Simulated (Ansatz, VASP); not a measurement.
## One calculation of CdHg3S4, two programs

```
Cd Hg S
1.0
     4.23030    0.00000    0.00000
    -2.11515    3.66355    0.00000
     0.00000    0.00000   13.79301
Cd Hg S
1 3 4
Direct
  0.33333 0.66667 0.99948
  0.66667 0.33333 0.24906
  0.66667 0.33333 0.75185
  0.33333 0.66667 0.50018
  0.66667 0.33333 0.43761
  0.66667 0.33333 0.94043
  0.33333 0.66667 0.18663
  0.33333 0.66667 0.68876
```

Alike in both runs: functional PBE; k mesh 6 × 6 × 2; occupations gaussian, width 0.1 eV; no spin polarisation.

Ansatz relaxed the structure, and its values are those at the end. VASP's run is a single point on that final structure, the one shown.

|  | VASP | Ansatz |
| --- | --- | --- |
| version | VASP 6.6.1 | Ansatz 0.2.0 |
| potentials or method | VASP PAW PBE potentials, release 64 (Cd, Hg, S), cutoff 520 eV | scalar-relativistic, plane waves, PAW |
| valence electrons in the cell | 72 | 104 |

|  | VASP | Ansatz | Ansatz less VASP |
| --- | --- | --- | --- |
| gap on the k mesh at the Fermi level (eV) | none | none | - |
| pressure (GPa) | 0.2 | 0.0 | -0.24 |

A gap of «none» marks a metal or a gap that the smearing closes. VASP's potentials hold 72 valence electrons a cell and Ansatz's 104, so a difference there can come from the potentials and not from the codes.

Neither program's run includes spin-orbit coupling.
